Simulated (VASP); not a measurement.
# Mn (Fm-3m) in VASP: single point with LDA

Aim: the single point of Mn with LDA.

All numbers are computed with VASP 6.6.1; they aren't measurements. Logs are shortened: lines on timing, memory, paths and dates and some standing lists are left out, and cuts for length are marked.

## 1. The cell of the first run

Symmetry: Fm-3m, No. 225, cubic system. Conventional cell: a = 3.490 Å, b = 3.490 Å, c = 3.490 Å, α = 90.00°, β = 90.00°, γ = 90.00°. Mn (site symmetry m-3m) has 12 Mn at 2.47 Å within 3.3 Å.

## 2. Single point, LDA, collinear spin, ferromagnetic start

Input file INCAR:

```
  PREC = Accurate
  ENCUT = 520
  EDIFF = 1E-6
  ISMEAR = -1
  SIGMA = 0.08
  LREAL = False
  LASPH = True
  NELM = 150
  ALGO = Normal
  ISIF = 2
  LWAVE = False
  LCHARG = True
  ISPIN = 2
  MAGMOM = 4 4
  LORBIT = 11
  LMAXMIX = 4
  LELF = True
  LVHAR = True
  NBANDS = 24
```

Input file KPOINTS:

```
Automatic mesh
0
Gamma
  15 15 15
```

Input file POSCAR:

```
Mn
1.0
    0.0000000000      1.7450000000      1.7450000000
   -1.7450000000      1.7450000000      0.0000000000
   -1.7450000000     -1.7450000000      3.4900000000
Mn
2
Direct
    0.0000000000      0.0000000000      0.0000000000
    0.0000000000      0.5000000000      0.5000000000
```

Potentials or basis: VASP PAW LDA potentials, release 64 (Mn_pv).

Run with:

```
cat potpaw_LDA.64/Mn_pv/POTCAR > POTCAR
mpirun -np 1 vasp_std > vasp.out
```

OUTCAR:

```text
PREC = Accurate
   ENCUT = 520
   EDIFF = 1E-6
   ISMEAR = -1
   LREAL = False
   LASPH = True
   NELM = 150
   ISIF = 2
   ISPIN = 2
   LORBIT = 11

 ion  position               nearest neighbor table
   1  0.000  0.000  0.000-   2 2.47   2 2.47   2 2.47   2 2.47   2 2.47   2 2.47
   2  0.000  0.500  0.500-   1 2.47   1 2.47   1 2.47   1 2.47   1 2.47   1 2.47

  LATTYP: Found a trigonal (rhomboedric) cell.
 ALAT       =     4.2743596012
 COS(alpha) =     0.8333333333

  Lattice vectors:

 A1 = (  -3.4900000000,  -1.7450000000,   1.7450000000)
 A2 = (  -1.7450000000,  -3.4900000000,   1.7450000000)
 A3 = (  -1.7450000000,  -1.7450000000,   3.4900000000)

Analysis of symmetry for initial positions (statically):
=====================================================================
 Subroutine PRICEL returns following result:

  LATTYP: Found a face centered cubic cell.
 ALAT       =     3.4900000000

  Lattice vectors:

 A1 = (   1.7450000000,   1.7450000000,   0.0000000000)
 A2 = (   0.0000000000,   1.7450000000,   1.7450000000)
 A3 = (   1.7450000000,   0.0000000000,   1.7450000000)

   2 primitive cells build up your supercell.

 Routine SETGRP: Setting up the symmetry group for a
 trigonal (rhombohedral) supercell.

 Subroutine GETGRP returns: Found 12 space group operations
 (whereof 12 operations were pure point group operations)
 out of a pool of 12 trial point group operations.

The static configuration has the point symmetry D_3d.

Analysis of symmetry for dynamics (positions and initial velocities):
=====================================================================
 Subroutine PRICEL returns following result:

  LATTYP: Found a face centered cubic cell.
 ALAT       =     3.4900000000

  Lattice vectors:

 A1 = (   1.7450000000,   1.7450000000,   0.0000000000)
 A2 = (   0.0000000000,   1.7450000000,   1.7450000000)
 A3 = (   1.7450000000,   0.0000000000,   1.7450000000)

   2 primitive cells build up your supercell.

 Routine SETGRP: Setting up the symmetry group for a
 trigonal (rhombohedral) supercell.

 Subroutine GETGRP returns: Found 12 space group operations
 (whereof 12 operations were pure point group operations)
 out of a pool of 12 trial point group operations.

The dynamic configuration has the point symmetry D_3d.

Analysis of structural, dynamic, and magnetic symmetry:
=====================================================================
 Subroutine PRICEL returns following result:

  LATTYP: Found a face centered cubic cell.
 ALAT       =     3.4900000000

  Lattice vectors:

 A1 = (   1.7450000000,   1.7450000000,   0.0000000000)
 A2 = (   0.0000000000,   1.7450000000,   1.7450000000)
 A3 = (   1.7450000000,   0.0000000000,   1.7450000000)

   2 primitive cells build up your supercell.

 Routine SETGRP: Setting up the symmetry group for a
 trigonal (rhombohedral) supercell.

 Subroutine GETGRP returns: Found 12 space group operations
 (whereof 12 operations were pure point group operations)
 out of a pool of 12 trial point group operations.

The overall configuration has the point symmetry D_3d.

 Subroutine INISYM returns: Found 12 space group operations
 (whereof 12 operations are pure point group operations),
 and found     2 'primitive' translations

----------------------------------------------------------------------------------------

                                     Primitive cell

  volume of cell :      10.6271

  direct lattice vectors                    reciprocal lattice vectors
     1.745000000  1.745000000  0.000000000     0.286532951  0.286532951 -0.286532951
     0.000000000  1.745000000  1.745000000    -0.286532951  0.286532951  0.286532951
     1.745000000  0.000000000  1.745000000     0.286532951 -0.286532951  0.286532951

  length of vectors
     2.467802666  2.467802666  2.467802666     0.496289630  0.496289630  0.496289630

  position of ions in fractional coordinates (direct lattice)
     0.000000000  0.000000000  0.000000000

  ion indices of the primitive-cell ions
   primitive index   ion index
                 1           1

----------------------------------------------------------------------------------------

 KPOINTS: Automatic mesh

Automatic generation of k-mesh.
 Grid dimensions read from file:
 generate k-points for:   15   15   15

 Generating k-lattice:

  Cartesian coordinates                     Fractional coordinates (reciprocal lattice)
     0.019102197  0.019102197  0.019102197     0.066666667  0.000000000  0.000000000
    -0.028653295  0.009551098 -0.009551098     0.000000000  0.066666667 -0.000000000
    -0.009551098 -0.009551098  0.009551098     0.000000000  0.000000000  0.066666667

  Length of vectors
     0.033085975  0.031677410  0.016542988

  Shift w.r.t. Gamma in fractional coordinates (k-lattice)
     0.000000000  0.000000000  0.000000000

 Subroutine IBZKPT returns following result:
 ===========================================

 Found    344 irreducible k-points:

 Following reciprocal coordinates:
            Coordinates               Weight
  0.000000  0.000000  0.000000      1.000000
  0.066667  0.000000  0.000000      6.000000
  0.133333  0.000000  0.000000      6.000000
  0.200000  0.000000  0.000000      6.000000
  0.266667  0.000000  0.000000      6.000000
  0.333333  0.000000  0.000000      6.000000
[... 16 lines left out ...]
  0.466667  0.133333  0.000000     12.000000
 -0.466667  0.133333 -0.000000     12.000000
 [... further k-points ...]
   k-points           NKPTS =    344   k-points in BZ     NKDIM =    344   number of bands    NBANDS=     24
   number of dos      NEDOS =    301   number of ions     NIONS =      2
   total plane-waves  NPLWV =  10368
   dimension x,y,z NGX =    18 NGY =   18 NGZ =   32
   dimension x,y,z NGXF=    36 NGYF=   36 NGZF=   64
   ions per type =               2
   NGX,Y,Z   is equivalent  to a cutoff of  12.13, 12.13, 12.45 a.u.
   NGXF,Y,Z  is equivalent  to a cutoff of  24.25, 24.25, 24.89 a.u.
 SYSTEM =  unknown system
   PREC   = accura    normal or accurate (medium, high low for compatibility)
   ISTART =      0    job   : 0-new  1-cont  2-samecut
   ICHARG =      2    charge: 1-file 2-atom 10-const
   ISPIN  =      2    spin polarized calculation?
   LNONCOLLINEAR =      F non collinear calculations
   LSORBIT =      F    spin-orbit coupling
   LASPH  =      T    aspherical Exc in radial PAW
   ENCUT  =  520.0 eV  38.22 Ry    6.18 a.u.   4.59  4.59  7.95*2*pi/ulx,y,z
   NELM   =    150;   NELMIN=  2; NELMDL= -5     # of ELM steps
   EDIFF  = 0.1E-05   stopping-criterion for ELM
   LREAL  =      F    real-space projection
   EDIFFG = 0.1E-04   stopping-criterion for IOM
   NSW    =      0    number of steps for IOM
   IBRION =     -1    ionic relax: 0-MD 1-quasi-New 2-CG
   NFREE  =      0    steps in history (QN), initial steepest desc. (CG)
   ISIF   =      2    stress and relaxation
   ISYM   =      2    0-nonsym 1-usesym 2-fastsym
   POTIM  = 0.5000    time-step for ionic-motion
   TEBEG  =    0.0;   TEEND  =   0.0 temperature during run
   PSTRESS=    0.0 pullay stress
   NELECT =      26.0000    total number of electrons
   NUPDOWN=      -1.0000    fix difference up-down
   EMIN   =  10.00;   EMAX   =-10.00  energy-range for DOS
   EFERMI =   0.00;   METHOD = LEGACY
   ISMEAR =    -1;   SIGMA  =   0.08  broadening in eV -4-tet -1-fermi 0-gaus
   EFERMI_NEDOS =   21; number of points for ismear=-14 and -15
   IALGO  =     38    algorithm
   IMIX   =      4    mixing-type and parameters
     AMIX     =   0.40;   BMIX     =  1.00
     AMIX_MAG =   1.60;   BMIX_MAG =  1.00
  volume/ion in A,a.u.               =      10.63        71.72
  Fermi-wavevector in a.u.,A,eV,Ry     =   1.750856  3.308639 41.708632  3.065498
  Thomas-Fermi vector in A             =   2.821494
   LORBIT       =     11    0 simple, 1 ext, 2 COOP (PROOUT), +10 PAW based schemes
   GGA     = CA    functional components
   LHFCALC =     F    Hartree Fock is set to
   AEXX    =    0.0000 exact exchange contribution
   IVDW    =     0    specifies the selected vdW correction
   LEPSILON=     F    determine dielectric tensor
   LRPA    =     F    only Hartree local field effects (RPA)
 spin polarized calculation
  energy-cutoff  :      520.00
  volume of cell :       21.25
 maximum number of plane-waves:       591
   NGX =  9   NGY =  9   NGZ = 15

 number of electron      26.0000036 magnetization       0.0421387

 number of electron      26.0000036 magnetization      -0.0004100

 Free energy of the ion-electron system (eV)
  ---------------------------------------------------
  ext. energy  EPLUGINS =         0.00000000
  ---------------------------------------------------
  free energy    TOTEN  =       -20.20385138 eV

  energy without entropy =      -20.14122112  energy(sigma->0) =      -20.17253625

 E-fermi :  10.4440     XC(G=0): -14.4396

 val. band max:       10.4430069730   @ k =   0.2667   0.0667   0.0000
 cond. band min:      10.4495228162   @ k =  -0.3333   0.0000   0.0667
 fundamental gap:      0.0065158432
 Fermi energy:        10.4440128831

 spin component 1

 k-point     1 :       0.0000    0.0000    0.0000
  band No.  band energies     occupation
      1     -37.5675      1.00000
      2     -36.8614      1.00000
      3     -36.8614      1.00000
      4     -36.7559      1.00000
      5     -36.7555      1.00000
      6     -36.7555      1.00000
[... 16 lines left out ...]
     23      36.7391      0.00000
     24      37.7900      0.00000

 k-point     2 :       0.0667    0.0000    0.0000
  band No.  band energies     occupation
      1     -37.5521      1.00000
      2     -36.8832      1.00000
      3     -36.8693      1.00000
      4     -36.7918      1.00000
      5     -36.7605      1.00000
      6     -36.7601      1.00000
[... 16 lines left out ...]
     23      35.6514      0.00000
     24      36.1396      0.00000

 k-point     3 :       0.1333    0.0000    0.0000
  band No.  band energies     occupation
      1     -37.5103      1.00000
      2     -36.9428      1.00000
      3     -36.8937      1.00000
      4     -36.8917      1.00000
      5     -36.7735      1.00000
      6     -36.7732      1.00000
[... 16 lines left out ...]
     23      33.9443      0.00000
     24      34.3004      0.00000
[... 514 lines left out ...]
 k-point    23 :       0.4667    0.1333    0.0000
  band No.  band energies     occupation
      1     -37.4655      1.00000
      2     -37.4442      1.00000
      3     -37.1007      1.00000
      4     -37.0347      1.00000
      5     -36.9237      1.00000
      6     -36.8662      1.00000
[... 16 lines left out ...]
     23      30.3793      0.00000
     24      33.7533      0.00000

 k-point    24 :      -0.4667    0.1333   -0.0000
  band No.  band energies     occupation
      1     -37.5248      1.00000
      2     -37.4703      1.00000
      3     -37.1025      1.00000
      4     -37.0271      1.00000
      5     -36.9310      1.00000
      6     -36.8792      1.00000
[... 16 lines left out ...]
     23      30.1971      0.00000
     24      33.5444      0.00000

 [... further k-points ...]

 spin component 2

 k-point     1 :       0.0000    0.0000    0.0000
  band No.  band energies     occupation
      1     -37.5677      1.00000
      2     -36.8616      1.00000
      3     -36.8616      1.00000
      4     -36.7561      1.00000
      5     -36.7557      1.00000
      6     -36.7557      1.00000
[... 16 lines left out ...]
     23      36.7390      0.00000
     24      37.7900      0.00000

 k-point     2 :       0.0667    0.0000    0.0000
  band No.  band energies     occupation
      1     -37.5523      1.00000
      2     -36.8834      1.00000
      3     -36.8695      1.00000
      4     -36.7920      1.00000
      5     -36.7607      1.00000
      6     -36.7603      1.00000
[... 16 lines left out ...]
     23      35.6514      0.00000
     24      36.1395      0.00000

 k-point     3 :       0.1333    0.0000    0.0000
  band No.  band energies     occupation
      1     -37.5105      1.00000
      2     -36.9430      1.00000
      3     -36.8939      1.00000
      4     -36.8919      1.00000
      5     -36.7737      1.00000
      6     -36.7734      1.00000
[... 16 lines left out ...]
     23      33.9443      0.00000
     24      34.3004      0.00000
[... 514 lines left out ...]
 k-point    23 :       0.4667    0.1333    0.0000
  band No.  band energies     occupation
      1     -37.4657      1.00000
      2     -37.4444      1.00000
      3     -37.1009      1.00000
      4     -37.0349      1.00000
      5     -36.9239      1.00000
      6     -36.8664      1.00000
[... 16 lines left out ...]
     23      30.3793      0.00000
     24      33.7533      0.00000

 k-point    24 :      -0.4667    0.1333   -0.0000
  band No.  band energies     occupation
      1     -37.5250      1.00000
      2     -37.4705      1.00000
      3     -37.1027      1.00000
      4     -37.0273      1.00000
      5     -36.9312      1.00000
      6     -36.8794      1.00000
[... 16 lines left out ...]
     23      30.1970      0.00000
     24      33.5443      0.00000

 [... further k-points ...]
[... 5 lines left out ...]
  --------------------------------------------------------------------------------------
  -------------------------------------------------------------------------------------
  Total       -2.0150375     -2.0150375     -2.0150375      0.0036672     -0.0036672     -0.0036672
  in kB     -151.8963853   -151.8963853   -151.8963853      0.2764414     -0.2764414     -0.2764414
  external PRESSURE =    -151.8963853 kB  Pullay stress =       0.0000000 kB

 VOLUME and BASIS-vectors are now :
 -----------------------------------------------------------------------------
  energy-cutoff  :      520.00
  volume of cell :       21.25
      direct lattice vectors                 reciprocal lattice vectors
     0.000000000  1.745000000  1.745000000     0.286532951  0.286532951  0.286532951
    -1.745000000  1.745000000  0.000000000    -0.429799427  0.143266476 -0.143266476
    -1.745000000 -1.745000000  3.490000000    -0.143266476 -0.143266476  0.143266476

 POSITION                                       TOTAL-FORCE (eV/Angst)
 -----------------------------------------------------------------------------------
      0.00000      0.00000      0.00000        -0.000000     -0.000000      0.000000
     -1.74500      0.00000      1.74500         0.000000      0.000000     -0.000000
 -----------------------------------------------------------------------------------
    total drift:                               -0.000000      0.000000      0.000000

  FREE ENERGIE OF THE ION-ELECTRON SYSTEM (eV)
  ---------------------------------------------------
  free  energy   TOTEN  =       -20.2038513772 eV

  energy  without entropy=      -20.1412211161  energy(sigma->0) =      -20.17253625

 total charge

# of ion       s       p       d       tot
------------------------------------------
    1        0.432   6.408   5.177  12.017
    2        0.432   6.408   5.177  12.017
--------------------------------------------------
tot          0.863  12.817  10.355  24.035

 magnetization (x)

# of ion       s       p       d       tot
------------------------------------------
    1        0.000   0.000  -0.000  -0.000
    2        0.000   0.000  -0.000  -0.000
--------------------------------------------------
tot          0.000   0.000  -0.000  -0.000
```

Wall time 5.2 min (1 thread of Oxide Virtual Turin-like, shared host); peak memory 0.28 GiB.

Results:

- Free energy: -20.2039 eV
- Pressure: -15.2 GPa
- Band gap on the k mesh: zero (filled and empty bands overlap)
- Net moment: 0.00 μB per cell
- Valence electrons inside the program's atomic spheres: Mn 12.02

Caveat: the starting moments collapsed, and a magnetic state may lie lower.
